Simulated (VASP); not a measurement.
# W (Pm-3m) in VASP: single point with PBE

Aim: the single point of W with PBE.

Everything below comes from runs of VASP 6.6.1. Logs are shortened: lines on timing, memory, paths and dates and some standing lists are left out, and cuts for length are marked.

## Step 1: The cell of the first run

Symmetry: Pm-3m, No. 221, cubic system. Conventional cell: a = 2.536 Å, b = 2.536 Å, c = 2.536 Å, α = 90.00°, β = 90.00°, γ = 90.00°. Within 3.3 Å of W (site symmetry m-3m) lie 6 W at 2.54 Å.

## Step 2: Single point, PBE

Contents of INCAR:

```
SYSTEM = W
PREC = Accurate
ENCUT = 520
EDIFF = 1E-6
ISMEAR = 0
SIGMA = 0.15
LREAL = .False.
LASPH = .True.
NELM = 100
ALGO = Fast
ISIF = 2
LWAVE = .False.
LCHARG = .False.
GGA = PE
NBANDS = 13
```

Contents of KPOINTS:

```
regular mesh
0
Gamma
  24 24 24
  0 0 0
```

Contents of POSCAR:

```
W
1.0
   -0.8451852334      1.6903704669      1.6903704669
    1.6903704669     -0.8451852334      1.6903704669
    1.6903704669      1.6903704669     -0.8451852334
W
1
Direct
    0.0000000000      0.0000000000      0.0000000000
```

Potentials or basis: VASP PAW PBE potentials, release 64 (W_sv).

The run is started by

```sh
$ cat potpaw_PBE.64/W_sv/POTCAR > POTCAR
$ mpirun -np 1 vasp_std > vasp.out
```

OUTCAR:

```text
SYSTEM = W
   PREC = Accurate
   ENCUT = 520
   EDIFF = 1E-6
   ISMEAR = 0
   LREAL = .False.
   LASPH = .True.
   NELM = 100
   ISIF = 2
   GGA = PE

 ion  position               nearest neighbor table
   1  0.000  0.000  0.000-

  LATTYP: Found a simple cubic cell.
 ALAT       =     2.5355557003

  Lattice vectors:

 A1 = (  -0.8451852334,   1.6903704669,   1.6903704669)
 A2 = (   1.6903704669,  -0.8451852334,   1.6903704669)
 A3 = (   1.6903704669,   1.6903704669,  -0.8451852334)

Analysis of symmetry for initial positions (statically):
=====================================================================
 Subroutine PRICEL returns:
 Original cell was already a primitive cell.

 Routine SETGRP: Setting up the symmetry group for a
 simple cubic supercell.

 Subroutine GETGRP returns: Found 48 space group operations
 (whereof 48 operations were pure point group operations)
 out of a pool of 48 trial point group operations.

The static configuration has the point symmetry O_h .

Analysis of symmetry for dynamics (positions and initial velocities):
=====================================================================
 Subroutine PRICEL returns:
 Original cell was already a primitive cell.

 Routine SETGRP: Setting up the symmetry group for a
 simple cubic supercell.

 Subroutine GETGRP returns: Found 48 space group operations
 (whereof 48 operations were pure point group operations)
 out of a pool of 48 trial point group operations.

The dynamic configuration has the point symmetry O_h .

 Subroutine INISYM returns: Found 48 space group operations
 (whereof 48 operations are pure point group operations),
 and found     1 'primitive' translations

----------------------------------------------------------------------------------------

                                     Primitive cell

  volume of cell :      16.3012

  direct lattice vectors                    reciprocal lattice vectors
    -0.845185233  1.690370467  1.690370467    -0.131463621  0.262927242  0.262927242
     1.690370467 -0.845185233  1.690370467     0.262927242 -0.131463621  0.262927242
     1.690370467  1.690370467 -0.845185233     0.262927242  0.262927242 -0.131463621

  length of vectors
     2.535555700  2.535555700  2.535555700     0.394390863  0.394390863  0.394390863

  position of ions in fractional coordinates (direct lattice)
     0.000000000  0.000000000  0.000000000

  ion indices of the primitive-cell ions
   primitive index   ion index
                 1           1

----------------------------------------------------------------------------------------

 KPOINTS: regular mesh

Automatic generation of k-mesh.
 Grid dimensions read from file:
 generate k-points for:   24   24   24

 Generating k-lattice:

  Cartesian coordinates                     Fractional coordinates (reciprocal lattice)
    -0.005477651  0.010955302  0.010955302     0.041666667  0.000000000 -0.000000000
     0.010955302 -0.005477651  0.010955302     0.000000000  0.041666667 -0.000000000
     0.010955302  0.010955302 -0.005477651    -0.000000000 -0.000000000  0.041666667

  Length of vectors
     0.016432953  0.016432953  0.016432953

  Shift w.r.t. Gamma in fractional coordinates (k-lattice)
     0.000000000  0.000000000  0.000000000

 Subroutine IBZKPT returns following result:
 ===========================================

 Found    455 irreducible k-points:

 Following reciprocal coordinates:
            Coordinates               Weight
  0.000000  0.000000  0.000000      1.000000
  0.041667  0.000000  0.000000      6.000000
  0.083333  0.000000  0.000000      6.000000
  0.125000  0.000000  0.000000      6.000000
  0.166667 -0.000000 -0.000000      6.000000
  0.208333  0.000000  0.000000      6.000000
[... 16 lines left out ...]
  0.416667  0.041667 -0.000000     24.000000
  0.458333  0.041667 -0.000000     24.000000
 [... further k-points ...]
   k-points           NKPTS =    455   k-points in BZ     NKDIM =    455   number of bands    NBANDS=     13
   number of dos      NEDOS =    301   number of ions     NIONS =      1
   total plane-waves  NPLWV =   8000
   dimension x,y,z NGX =    20 NGY =   20 NGZ =   20
   dimension x,y,z NGXF=    40 NGYF=   40 NGZF=   40
   ions per type =               1
   NGX,Y,Z   is equivalent  to a cutoff of  13.11, 13.11, 13.11 a.u.
   NGXF,Y,Z  is equivalent  to a cutoff of  26.23, 26.23, 26.23 a.u.
 SYSTEM =  W
   PREC   = accura    normal or accurate (medium, high low for compatibility)
   ISTART =      0    job   : 0-new  1-cont  2-samecut
   ICHARG =      2    charge: 1-file 2-atom 10-const
   ISPIN  =      1    spin polarized calculation?
   LNONCOLLINEAR =      F non collinear calculations
   LSORBIT =      F    spin-orbit coupling
   LASPH  =      T    aspherical Exc in radial PAW
   ENCUT  =  520.0 eV  38.22 Ry    6.18 a.u.   4.71  4.71  4.71*2*pi/ulx,y,z
   NELM   =    100;   NELMIN=  2; NELMDL= -5     # of ELM steps
   EDIFF  = 0.1E-05   stopping-criterion for ELM
   LREAL  =      F    real-space projection
   EDIFFG = 0.1E-04   stopping-criterion for IOM
   NSW    =      0    number of steps for IOM
   IBRION =     -1    ionic relax: 0-MD 1-quasi-New 2-CG
   NFREE  =      0    steps in history (QN), initial steepest desc. (CG)
   ISIF   =      2    stress and relaxation
   ISYM   =      2    0-nonsym 1-usesym 2-fastsym
   POTIM  = 0.5000    time-step for ionic-motion
   TEBEG  =    0.0;   TEEND  =   0.0 temperature during run
   PSTRESS=    0.0 pullay stress
   NELECT =      14.0000    total number of electrons
   NUPDOWN=      -1.0000    fix difference up-down
   EMIN   =  10.00;   EMAX   =-10.00  energy-range for DOS
   EFERMI =   0.00;   METHOD = LEGACY
   ISMEAR =     0;   SIGMA  =   0.15  broadening in eV -4-tet -1-fermi 0-gaus
   EFERMI_NEDOS =   21; number of points for ismear=-14 and -15
   IALGO  =     68    algorithm
   IMIX   =      4    mixing-type and parameters
     AMIX     =   0.40;   BMIX     =  1.00
     AMIX_MAG =   1.60;   BMIX_MAG =  1.00
  volume/ion in A,a.u.               =      16.30       110.01
  Fermi-wavevector in a.u.,A,eV,Ry     =   1.556125  2.940649 32.946829  2.421524
  Thomas-Fermi vector in A             =   2.659966
   LORBIT       =      0    0 simple, 1 ext, 2 COOP (PROOUT), +10 PAW based schemes
   GGA     = PE    functional components
   LHFCALC =     F    Hartree Fock is set to
   AEXX    =    0.0000 exact exchange contribution
   IVDW    =     0    specifies the selected vdW correction
   LEPSILON=     F    determine dielectric tensor
   LRPA    =     F    only Hartree local field effects (RPA)
 non-spin polarized calculation
 RMM-DIIS sequential band-by-band and
 Gauss-broadening in eV      SIGMA  =   0.15
  energy-cutoff  :      520.00
  volume of cell :       16.30
 maximum number of plane-waves:       461
 NGX is ok and might be reduce to    20
   NGX =  9   NGY =  9   NGZ =  9

 number of electron      13.9999997 magnetization

 Free energy of the ion-electron system (eV)
  ---------------------------------------------------
  ext. energy  EPLUGINS =         0.00000000
  ---------------------------------------------------
  free energy    TOTEN  =       -11.31407640 eV

  energy without entropy =      -11.30291192  energy(sigma->0) =      -11.30849416

 E-fermi :  10.9562     XC(G=0): -13.3314

 val. band max:       10.9555477392   @ k =   0.3750   0.2917   0.1667
 cond. band min:      10.9583771846   @ k =   0.4167   0.3333   0.1667
 fundamental gap:      0.0028294454
 Fermi energy:        10.9561923856

 k-point     1 :       0.0000    0.0000    0.0000
  band No.  band energies     occupation
      1     -63.0931      2.00000
      2     -26.5102      2.00000
      3     -26.5102      2.00000
      4     -26.5102      2.00000
      5       1.7716      2.00000
      6       5.9493      2.00000
      7       5.9493      2.00000
      8      16.4443      0.00000
      9      16.4443      0.00000
     10      16.4443      0.00000
     11      26.6411      0.00000
     12      26.6411      0.00000
     13      26.6411      0.00000

 k-point     2 :       0.0417    0.0000    0.0000
  band No.  band energies     occupation
      1     -63.0905      2.00000
      2     -26.5442      2.00000
      3     -26.5074      2.00000
      4     -26.5074      2.00000
      5       1.8368      2.00000
      6       5.9662      2.00000
      7       6.0221      2.00000
      8      16.3229      0.00000
      9      16.3229      0.00000
     10      16.4523      0.00000
     11      26.2853      0.00000
     12      26.7912      0.00000
     13      26.7912      0.00000

 k-point     3 :       0.0833    0.0000    0.0000
  band No.  band energies     occupation
      1     -63.0828      2.00000
      2     -26.6431      2.00000
      3     -26.4991      2.00000
      4     -26.4991      2.00000
      5       2.0257      2.00000
      6       6.0163      2.00000
      7       6.2405      2.00000
      8      15.9857      0.00000
      9      15.9857      0.00000
     10      16.4759      0.00000
     11      25.4183      0.00000
     12      27.2115      0.00000
     13      27.2115      0.00000

 k-point     4 :       0.1250    0.0000    0.0000
  band No.  band energies     occupation
      1     -63.0707      2.00000
      2     -26.7981      2.00000
      3     -26.4859      2.00000
      4     -26.4859      2.00000
      5       2.3191      2.00000
      6       6.0971      2.00000
      7       6.6025      2.00000
      8      15.4968      0.00000
      9      15.4968      0.00000
     10      16.5136      0.00000
     11      24.3476      0.00000
     12      27.8304      0.00000
     13      27.8304      0.00000

 k-point     5 :       0.1667   -0.0000   -0.0000
  band No.  band energies     occupation
      1     -63.0548      2.00000
      2     -26.9958      2.00000
      3     -26.4687      2.00000
      4     -26.4687      2.00000
      5       2.6909      2.00000
      6       6.2047      2.00000
      7       7.0984      2.00000
      8      14.9262      0.00000
      9      14.9262      0.00000
     10      16.5631      0.00000
     11      23.2616      0.00000
     12      28.5679      0.00000
     13      28.5679      0.00000

 k-point     6 :       0.2083    0.0000    0.0000
  band No.  band energies     occupation
      1     -63.0363      2.00000
      2     -27.2204      2.00000
      3     -26.4486      2.00000
      4     -26.4486      2.00000
      5       3.1138      2.00000
      6       6.3335      2.00000
      7       7.7031      2.00000
      8      14.3322      0.00000
      9      14.3322      0.00000
     10      16.6214      0.00000
     11      22.2683      0.00000
     12      29.3566      0.00000
     13      29.3630      0.00000

 k-point     7 :       0.2500    0.0000    0.0000
  band No.  band energies     occupation
      1     -63.0164      2.00000
      2     -27.4551      2.00000
      3     -26.4269      2.00000
      4     -26.4269      2.00000
      5       3.5639      2.00000
      6       6.4763      2.00000
      7       8.3680      2.00000
      8      13.7580      0.00000
      9      13.7580      0.00000
     10      16.6847      0.00000
     11      21.4481      0.00000
     12      28.2944      0.00000
     13      30.1476      0.00000
[... 193 lines left out ...]
 k-point    20 :       0.2917    0.0417    0.0000
  band No.  band energies     occupation
      1     -62.9938      2.00000
      2     -27.6800      2.00000
      3     -26.4380      2.00000
      4     -26.4025      2.00000
      5       4.0879      2.00000
      6       6.6834      2.00000
      7       9.0169      2.00000
      8      13.1324      0.00000
      9      13.2463      0.00000
     10      16.6445      0.00000
     11      20.9917      0.00000
     12      27.4286      0.00000
     13      30.4167      0.00000

 k-point    21 :       0.3333    0.0417   -0.0000
  band No.  band energies     occupation
      1     -62.9751      2.00000
      2     -27.8877      2.00000
      3     -26.4174      2.00000
      4     -26.3821      2.00000
      5       4.5343      2.00000
      6       6.8269      2.00000
      7       9.5243      2.00000
      8      12.7408      0.00000
      9      12.7952      0.00000
     10      16.7067      0.00000
     11      20.7107      0.00000
     12      26.6383      0.00000
     13      31.0236      0.00000

 k-point    22 :       0.3750    0.0417    0.0000
  band No.  band energies     occupation
      1     -62.9591      2.00000
      2     -28.0623      2.00000
      3     -26.3996      2.00000
      4     -26.3646      2.00000
      5       4.9463      2.00000
      6       6.9547      2.00000
      7       9.8294      2.00000
      8      12.4309      0.00000
      9      12.4703      0.00000
     10      16.7608      0.00000
     11      20.7669      0.00000
     12      26.0026      0.00000
     13      31.4785      0.00000

 k-point    23 :       0.4167    0.0417   -0.0000
  band No.  band energies     occupation
      1     -62.9468      2.00000
      2     -28.1941      2.00000
      3     -26.3860      2.00000
      4     -26.3511      2.00000
      5       5.2911      2.00000
      6       7.0559      2.00000
      7       9.9371      2.00000
      8      12.1638      0.00000
      9      12.3087      0.00000
     10      16.8028      0.00000
     11      21.0955      0.00000
     12      25.5371      0.00000
     13      31.4679      0.00000

 k-point    24 :       0.4583    0.0417   -0.0000
  band No.  band energies     occupation
      1     -62.9390      2.00000
      2     -28.2760      2.00000
      3     -26.3774      2.00000
      4     -26.3426      2.00000
      5       5.5264      2.00000
      6       7.1212      2.00000
      7       9.9360      2.00000
      8      12.0009      0.00000
      9      12.2241      0.00000
     10      16.8293      0.00000
     11      21.4964      0.00000
     12      25.2531      0.00000
     13      30.8422      0.00000

 [... further k-points ...]
[... 5 lines left out ...]
  --------------------------------------------------------------------------------------
  -------------------------------------------------------------------------------------
  Total        3.4309182      3.4309182      3.4309182      0.0000000      0.0000000      0.0000000
  in kB      337.2108012    337.2108012    337.2108012      0.0000000      0.0000000      0.0000000
  external PRESSURE =     337.2108012 kB  Pullay stress =       0.0000000 kB

 VOLUME and BASIS-vectors are now :
 -----------------------------------------------------------------------------
  energy-cutoff  :      520.00
  volume of cell :       16.30
      direct lattice vectors                 reciprocal lattice vectors
    -0.845185233  1.690370467  1.690370467    -0.131463621  0.262927242  0.262927242
     1.690370467 -0.845185233  1.690370467     0.262927242 -0.131463621  0.262927242
     1.690370467  1.690370467 -0.845185233     0.262927242  0.262927242 -0.131463621

 POSITION                                       TOTAL-FORCE (eV/Angst)
 -----------------------------------------------------------------------------------
      0.00000      0.00000      0.00000        -0.000000      0.000000      0.000000
 -----------------------------------------------------------------------------------
    total drift:                                0.000000     -0.000000      0.000000

  FREE ENERGIE OF THE ION-ELECTRON SYSTEM (eV)
  ---------------------------------------------------
  free  energy   TOTEN  =       -11.3140763998 eV

  energy  without entropy=      -11.3029119228  energy(sigma->0) =      -11.30849416
```

Run time: 68 s. Hardware: 1 thread of Intel Xeon Platinum 8375C at 2.90GHz (Ice Lake), shared host; peak memory 0.2 GiB.

What came out:

| Quantity | Value |
| --- | --- |
| Free energy | -11.3141 eV |
| Pressure | 33.7 GPa |
| Band gap on the k mesh | zero (band 7 reaches 13.07 eV, above the bottom of band 8 at 9.71 eV) |

Caveat: spin-orbit coupling is left out, which moves the levels of the heavy elements.
